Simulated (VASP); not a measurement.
Write the native input for VASP 6.6.1 that does the following.

```yaml
Task: single point
Functional: LDA
Potentials_or_basis: VASP PAW LDA potentials, release 64 (W_sv)
Cutoff: 520 eV
k_mesh: 12 × 12 × 12
Occupations: fermi-dirac, width 0.08 eV
Spin: collinear spin, ferromagnetic start
Starting_moments: "[1.0] μB"
Dipole_correction: no
Further_INCAR_settings: ALGO = Normal; EDIFF = 1e-06; NBANDS = 17
```

The structure of W lies in POSCAR:

```
W
1.0
    0.0000000000      2.0300000000      2.0300000000
    2.0300000000      0.0000000000      2.0300000000
    2.0300000000      2.0300000000      0.0000000000
W
1
Direct
    0.0000000000      0.0000000000      0.0000000000
```

One way to write it, as run:

INCAR

```
PREC = Accurate
ENCUT = 520
EDIFF = 1E-6
ISMEAR = -1
SIGMA = 0.08
LREAL = F
LASPH = T
NELM = 150
ALGO = Normal
ISIF = 2
LWAVE = F
LCHARG = F
ISPIN = 2
MAGMOM = 1
LORBIT = 11
LMAXMIX = 4
NBANDS = 17
```

KPOINTS

```
Automatic mesh
0
Gamma
  12 12 12
```

Potentials or basis: VASP PAW LDA potentials, release 64 (W_sv).

Run with:

```sh
$ cat potpaw_LDA.64/W_sv/POTCAR > POTCAR
$ mpirun -np 1 vasp_std > vasp.out
```

It gave:

```
Pressure                                              : -16.8 GPa
Band gap on the k mesh                                : zero (filled and empty bands overlap)
Net moment                                            : 0.00 μB per cell
Valence electrons inside the program's atomic spheres : W 12.02
```

Caveat: spin-orbit coupling is left out, which moves the levels of the heavy elements.

Wall time 24 s on 1 thread of Intel(R) Xeon(R) Platinum 8488C (Sapphire Rapids) (shared host), peak memory 0.16 GiB.
